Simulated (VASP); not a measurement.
# Ti (P6_3/mmc) in VASP: single point with r2SCAN

Aim: the single point of Ti with r2SCAN.

All numbers are computed with VASP 6.6.1; they aren't measurements. Logs are shortened: lines on timing, memory, paths and dates and some standing lists are left out, and cuts for length are marked.

## Step 1: The cell of the first run

The structure is hexagonal, space group P6_3/mmc (No. 194). The conventional cell has a = 2.950 Å, b = 2.950 Å, c = 4.686 Å, α = 90.00°, β = 90.00°, γ = 120.00°. Within 3.8 Å of Ti (site symmetry -6m2) lie 12 Ti at 2.90 to 2.95 Å.

## Step 2: Single point, r2SCAN

File POSCAR:

```
Ti
1.0
    2.9499978604      0.0000000000      0.0000000000
   -1.4749989302      2.5547730882      0.0000000000
    0.0000000000      0.0000000000      4.6860000000
Ti
2
Direct
    0.3333333333      0.6666666667      0.2500000000
    0.6666666667      0.3333333333      0.7500000000
```

File INCAR.step1:

```
PREC     = Accurate       # precision mode
ENCUT    = 520            # plane-wave cutoff, eV
ISMEAR   = 0              # smearing method
SIGMA    = 0.1            # smearing width, eV
LREAL    = False          # projectors in reciprocal space
LASPH    = True           # aspherical terms in the spheres
NELM     = 60             # most SCF steps
NBANDS   = 19             # bands
GGA      = PE             # functional
ALGO     = Normal         # electronic algorithm
EDIFF    = 1E-4           # SCF threshold, eV
LWAVE    = True           # write WAVECAR
LCHARG   = False          # write CHGCAR
```

File INCAR.step2:

```
PREC     = Accurate       # precision mode
ENCUT    = 520            # plane-wave cutoff, eV
EDIFF    = 1E-7           # SCF threshold, eV
ISMEAR   = 0              # smearing method
SIGMA    = 0.1            # smearing width, eV
LREAL    = False          # projectors in reciprocal space
LASPH    = True           # aspherical terms in the spheres
NELM     = 60             # most SCF steps
ALGO     = Normal         # electronic algorithm
ISIF     = 2              # what is computed and relaxed
LWAVE    = False          # write WAVECAR
LCHARG   = True           # write CHGCAR
METAGGA  = R2SCAN         # meta-GGA
LMIXTAU  = True         
LELF     = True           # ELF
LVHAR    = True         
NBANDS   = 19             # bands
ISTART   = 1
```

File KPOINTS:

```
Automatic mesh
0
Gamma
  6 6 4
```

Potentials or basis: VASP PAW PBE potentials, release 64 (Ti_sv).

Launch:

```
cat potpaw_PBE.64/Ti_sv/POTCAR > POTCAR
cp INCAR.step1 INCAR
mpirun -np 1 vasp_std > vasp.out
cp INCAR.step2 INCAR
mpirun -np 1 vasp_std > vasp.out
```

OUTCAR:

```text
PREC = Accurate
   ENCUT = 520
   EDIFF = 1E-7
   ISMEAR = 0
   LREAL = False
   LASPH = True
   NELM = 60
   ISIF = 2
   METAGGA = R2SCAN
   ISTART = 1

 ion  position               nearest neighbor table
   1  0.333  0.667  0.250-   2 2.90   2 2.90   2 2.90   2 2.90   2 2.90   2 2.90
   2  0.667  0.333  0.750-   1 2.90   1 2.90   1 2.90   1 2.90   1 2.90   1 2.90

  LATTYP: Found a hexagonal cell.
 ALAT       =     2.9499978604
 C/A-ratio  =     1.5884757284

  Lattice vectors:

 A1 = (   2.9499978604,   0.0000000000,   0.0000000000)
 A2 = (  -1.4749989302,   2.5547730882,   0.0000000000)
 A3 = (   0.0000000000,   0.0000000000,   4.6860000000)

Analysis of symmetry for initial positions (statically):
=====================================================================
 Subroutine PRICEL returns:
 Original cell was already a primitive cell.

 Routine SETGRP: Setting up the symmetry group for a
 hexagonal supercell.

 Subroutine GETGRP returns: Found 24 space group operations
 (whereof 12 operations were pure point group operations)
 out of a pool of 24 trial point group operations.

The static configuration has the point symmetry D_3d.
 The point group associated with its full space group is D_6h.

Analysis of symmetry for dynamics (positions and initial velocities):
=====================================================================
 Subroutine PRICEL returns:
 Original cell was already a primitive cell.

 Routine SETGRP: Setting up the symmetry group for a
 hexagonal supercell.

 Subroutine GETGRP returns: Found 24 space group operations
 (whereof 12 operations were pure point group operations)
 out of a pool of 24 trial point group operations.

The dynamic configuration has the point symmetry D_3d.
 The point group associated with its full space group is D_6h.

 Subroutine INISYM returns: Found 24 space group operations
 (whereof 12 operations are pure point group operations),
 and found     1 'primitive' translations

----------------------------------------------------------------------------------------

                                     Primitive cell

  volume of cell :      35.3164

  direct lattice vectors                    reciprocal lattice vectors
     2.949997860  0.000000000  0.000000000     0.338983297  0.195712098  0.000000000
    -1.474998930  2.554773088  0.000000000     0.000000000  0.391424195  0.000000000
     0.000000000  0.000000000  4.686000000     0.000000000  0.000000000  0.213401622

  length of vectors
     2.949997860  2.949997860  4.686000000     0.391424195  0.391424195  0.213401622

  position of ions in fractional coordinates (direct lattice)
     0.333333333  0.666666667  0.250000000
     0.666666667  0.333333333  0.750000000

  ion indices of the primitive-cell ions
   primitive index   ion index
                 1           1
                 2           2

----------------------------------------------------------------------------------------

 KPOINTS: Automatic mesh

Automatic generation of k-mesh.
 Grid dimensions read from file:
 generate k-points for:    6    6    4

 Generating k-lattice:

  Cartesian coordinates                     Fractional coordinates (reciprocal lattice)
     0.056497216  0.032618683  0.000000000     0.166666667  0.000000000  0.000000000
     0.000000000  0.065237366  0.000000000     0.000000000  0.166666667  0.000000000
     0.000000000  0.000000000  0.053350405     0.000000000  0.000000000  0.250000000

  Length of vectors
     0.065237366  0.065237366  0.053350405

  Shift w.r.t. Gamma in fractional coordinates (k-lattice)
     0.000000000  0.000000000  0.000000000

 Subroutine IBZKPT returns following result:
 ===========================================

 Found     21 irreducible k-points:

 Following reciprocal coordinates:
            Coordinates               Weight
  0.000000  0.000000  0.000000      1.000000
  0.166667  0.000000  0.000000      6.000000
  0.333333  0.000000  0.000000      6.000000
  0.500000  0.000000  0.000000      3.000000
  0.166667  0.166667  0.000000      6.000000
  0.333333  0.166667  0.000000     12.000000
[... 13 lines left out ...]
  0.333333  0.166667  0.500000     12.000000
  0.333333  0.333333  0.500000      2.000000
   k-points           NKPTS =     21   k-points in BZ     NKDIM =     21   number of bands    NBANDS=     19
   number of dos      NEDOS =    301   number of ions     NIONS =      2
   total plane-waves  NPLWV =  20736
   dimension x,y,z NGX =    24 NGY =   24 NGZ =   36
   dimension x,y,z NGXF=    48 NGYF=   48 NGZF=   72
   ions per type =               2
   NGX,Y,Z   is equivalent  to a cutoff of  13.53, 13.53, 12.77 a.u.
   NGXF,Y,Z  is equivalent  to a cutoff of  27.05, 27.05, 25.54 a.u.
 SYSTEM =  unknown system
   PREC   = accura    normal or accurate (medium, high low for compatibility)
   ISTART =      1    job   : 0-new  1-cont  2-samecut
   ICHARG =      0    charge: 1-file 2-atom 10-const
   ISPIN  =      1    spin polarized calculation?
   LNONCOLLINEAR =      F non collinear calculations
   LSORBIT =      F    spin-orbit coupling
   LASPH  =      T    aspherical Exc in radial PAW
   ENCUT  =  520.0 eV  38.22 Ry    6.18 a.u.   5.49  5.49  8.71*2*pi/ulx,y,z
   NELM   =     60;   NELMIN=  2; NELMDL=  0     # of ELM steps
   EDIFF  = 0.1E-06   stopping-criterion for ELM
   LREAL  =      F    real-space projection
   EDIFFG = 0.1E-05   stopping-criterion for IOM
   NSW    =      0    number of steps for IOM
   IBRION =     -1    ionic relax: 0-MD 1-quasi-New 2-CG
   NFREE  =      0    steps in history (QN), initial steepest desc. (CG)
   ISIF   =      2    stress and relaxation
   ISYM   =      2    0-nonsym 1-usesym 2-fastsym
   POTIM  = 0.5000    time-step for ionic-motion
   TEBEG  =    0.0;   TEEND  =   0.0 temperature during run
   PSTRESS=    0.0 pullay stress
   NELECT =      24.0000    total number of electrons
   NUPDOWN=      -1.0000    fix difference up-down
   EMIN   =  10.00;   EMAX   =-10.00  energy-range for DOS
   EFERMI =   0.00;   METHOD = LEGACY
   ISMEAR =     0;   SIGMA  =   0.10  broadening in eV -4-tet -1-fermi 0-gaus
   EFERMI_NEDOS =   21; number of points for ismear=-14 and -15
   IALGO  =     38    algorithm
   IMIX   =      4    mixing-type and parameters
     AMIX     =   0.40;   BMIX     =  1.00
     AMIX_MAG =   1.60;   BMIX_MAG =  1.00
  volume/ion in A,a.u.               =      17.66       119.16
  Fermi-wavevector in a.u.,A,eV,Ry     =   1.439306  2.719894 28.185854  2.071602
  Thomas-Fermi vector in A             =   2.558176
   LORBIT       =      0    0 simple, 1 ext, 2 COOP (PROOUT), +10 PAW based schemes
   METAGGA = R2SCAN    functional components
   LHFCALC =     F    Hartree Fock is set to
   AEXX    =    0.0000 exact exchange contribution
   IVDW    =     0    specifies the selected vdW correction
   LEPSILON=     F    determine dielectric tensor
   LRPA    =     F    only Hartree local field effects (RPA)
 non-spin polarized calculation
 Gauss-broadening in eV      SIGMA  =   0.10
  energy-cutoff  :      520.00
  volume of cell :       35.32
 maximum number of plane-waves:       966
 NGX is ok and might be reduce to    24
   NGX = 11   NGY = 11   NGZ = 17

 number of electron      24.0000001 magnetization

 Free energy of the ion-electron system (eV)
  ---------------------------------------------------
  ext. energy  EPLUGINS =         0.00000000
  ---------------------------------------------------
  free energy    TOTEN  =       -25.88742524 eV

  energy without entropy =      -25.87013707  energy(sigma->0) =      -25.87878116

 E-fermi :   8.2822     XC(G=0): -12.3119

 val. band max:        8.2767468855   @ k =   0.0000   0.0000   0.5000
 cond. band min:       8.3203864904   @ k =   0.3333   0.1667   0.5000
 fundamental gap:      0.0436396049
 Fermi energy:         8.2821884625

 k-point     1 :       0.0000    0.0000    0.0000
  band No.  band energies     occupation
      1     -51.0474      2.00000
      2     -50.9146      2.00000
      3     -26.5760      2.00000
      4     -25.9567      2.00000
      5     -25.9566      2.00000
      6     -25.8813      2.00000
[... 11 lines left out ...]
     18      10.0362      0.00000
     19      11.5463      0.00000

 k-point     2 :       0.1667    0.0000    0.0000
  band No.  band energies     occupation
      1     -51.0219      2.00000
      2     -50.9048      2.00000
      3     -26.5178      2.00000
      4     -26.0730      2.00000
      5     -25.9941      2.00000
      6     -25.9789      2.00000
[... 11 lines left out ...]
     18      10.0644      0.00000
     19      11.7252      0.00000

 k-point     3 :       0.3333    0.0000    0.0000
  band No.  band energies     occupation
      1     -50.9660      2.00000
      2     -50.8898      2.00000
      3     -26.3769      2.00000
      4     -26.3099      2.00000
      5     -26.2021      2.00000
      6     -26.0640      2.00000
[... 11 lines left out ...]
     18      11.1681      0.00000
     19      11.9122      0.00000

 k-point     4 :       0.5000    0.0000    0.0000
  band No.  band energies     occupation
      1     -50.9316      2.00000
      2     -50.8885      2.00000
      3     -26.4291      2.00000
      4     -26.3084      2.00000
      5     -26.2730      2.00000
      6     -26.0975      2.00000
[... 11 lines left out ...]
     18      11.9649      0.00000
     19      12.6433      0.00000

 k-point     5 :       0.1667    0.1667    0.0000
  band No.  band energies     occupation
      1     -50.9809      2.00000
      2     -50.8926      2.00000
      3     -26.4171      2.00000
      4     -26.1968      2.00000
      5     -26.1866      2.00000
      6     -26.0293      2.00000
[... 11 lines left out ...]
     18      11.1109      0.00000
     19      11.7825      0.00000
[... 268 lines left out ...]
      2     -50.9100      2.00000
      3     -26.4870      2.00000
      4     -26.4870      2.00000
      5     -26.0408      2.00000
      6     -26.0408      2.00000
[... 11 lines left out ...]
     18      11.8286      0.00000
     19      12.1119      0.00000

 k-point    19 :       0.1667    0.1667    0.5000
  band No.  band energies     occupation
      1     -50.9369      2.00000
      2     -50.9369      2.00000
      3     -26.3387      2.00000
      4     -26.3387      2.00000
      5     -26.0482      2.00000
      6     -26.0482      2.00000
[... 11 lines left out ...]
     18      11.4030      0.00000
     19      11.6898      0.00000

 k-point    20 :       0.3333    0.1667    0.5000
  band No.  band energies     occupation
      1     -50.9100      2.00000
      2     -50.9100      2.00000
      3     -26.4358      2.00000
      4     -26.4358      2.00000
      5     -26.1207      2.00000
      6     -26.1207      2.00000
[... 11 lines left out ...]
     18      11.6847      0.00000
     19      12.9116      0.00000

 k-point    21 :       0.3333    0.3333    0.5000
  band No.  band energies     occupation
      1     -50.9011      2.00000
      2     -50.9011      2.00000
      3     -26.4021      2.00000
      4     -26.4021      2.00000
      5     -26.2253      2.00000
      6     -26.2253      2.00000
[... 11 lines left out ...]
     18      11.4865      0.00000
     19      15.0938      0.00000

------------------------ aborting loop because EDIFF is reached ----------------------------------------

  FORCE on cell =-STRESS in cart. coord.  units (eV):
  Direction    XX          YY          ZZ          XY          YZ          ZX
  --------------------------------------------------------------------------------------
  -------------------------------------------------------------------------------------
  Total       -0.4425460     -0.4425460     -0.2609512      0.0000000     -0.0000000      0.0000000
  in kB      -20.0767158    -20.0767158    -11.8384164      0.0000000     -0.0000000      0.0000000
  external PRESSURE =     -17.3306160 kB  Pullay stress =       0.0000000 kB

 VOLUME and BASIS-vectors are now :
 -----------------------------------------------------------------------------
  energy-cutoff  :      520.00
  volume of cell :       35.32
      direct lattice vectors                 reciprocal lattice vectors
     2.949997860  0.000000000  0.000000000     0.338983297  0.195712098  0.000000000
    -1.474998930  2.554773088  0.000000000     0.000000000  0.391424195  0.000000000
     0.000000000  0.000000000  4.686000000     0.000000000  0.000000000  0.213401622

 POSITION                                       TOTAL-FORCE (eV/Angst)
 -----------------------------------------------------------------------------------
     -0.00000      1.70318      1.17150        -0.000000     -0.000000      0.000000
      1.47500      0.85159      3.51450         0.000000      0.000000      0.000000
 -----------------------------------------------------------------------------------
    total drift:                               -0.000000      0.000000     -0.000000

  FREE ENERGIE OF THE ION-ELECTRON SYSTEM (eV)
  ---------------------------------------------------
  free  energy   TOTEN  =       -25.8874252436 eV

  energy  without entropy=      -25.8701370681  energy(sigma->0) =      -25.87878116
```

It took 36 s on 1 thread of Intel Xeon 6975P-C (Granite Rapids), shared host; peak memory 0.16 GiB.

Results:

* Free energy: -25.8874 eV
* Pressure: -1.7 GPa
* Band gap on the k mesh: zero (band 12 reaches 9.08 eV, above the bottom of band 13 at 7.87 eV)

Stress tensor (GPa, compression positive):
```
-2.01  0.00  0.00
 0.00 -2.01  0.00
 0.00  0.00 -1.18
```

Caveat: the k points lie up to 0.41 Å⁻¹ apart; the PAW data sets were made with another functional, which shifts forces and pressure a little.
